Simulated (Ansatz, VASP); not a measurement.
**One calculation of Zn2CdTe3, two programs**

```
Zn Cd Te
1.0
     4.45791    0.00000    0.00000
    -2.22895    3.86066    0.00000
     0.00000    0.00000   22.11230
Zn Cd Te
4 2 6
Direct
  0.33333 0.66667 0.00173
  0.66667 0.33333 0.16175
  0.66667 0.33333 0.50134
  0.66667 0.33333 0.84131
  0.33333 0.66667 0.33388
  0.33333 0.66667 0.67351
  0.33333 0.66667 0.12312
  0.33333 0.66667 0.46286
  0.33333 0.66667 0.80248
  0.66667 0.33333 0.28279
  0.66667 0.33333 0.62245
  0.66667 0.33333 0.96278
```

Alike in both runs: functional PBE; k mesh 6 × 6 × 2; occupations gaussian, width 0.02 eV; no spin polarisation.

Ansatz relaxed the structure, and its values are those at the end. VASP's run is a single point on that final structure, the one shown.

|  | VASP | Ansatz |
| --- | --- | --- |
| version | VASP 6.6.1 | Ansatz 0.2.0 |
| potentials or method | VASP PAW PBE potentials, release 64 (Zn, Cd, Te), cutoff 520 eV | scalar-relativistic, plane waves, PAW |
| valence electrons in the cell | 108 | 184 |

|  | VASP | Ansatz | Ansatz less VASP |
| --- | --- | --- | --- |
| gap on the k mesh at the Fermi level (eV) | 0.71 | 0.71 | +0.004 |
| least direct gap on the mesh (eV) | 0.71 | 0.71 | +0.004 |
| pressure (GPa) | 0.1 | 0.0 | -0.09 |

With one functional, cell and mesh, what is left measures potentials, basis and numerics. VASP's potentials hold 108 valence electrons a cell and Ansatz's 184, so a difference there can come from the potentials and not from the codes.

Spin-orbit coupling is off throughout.
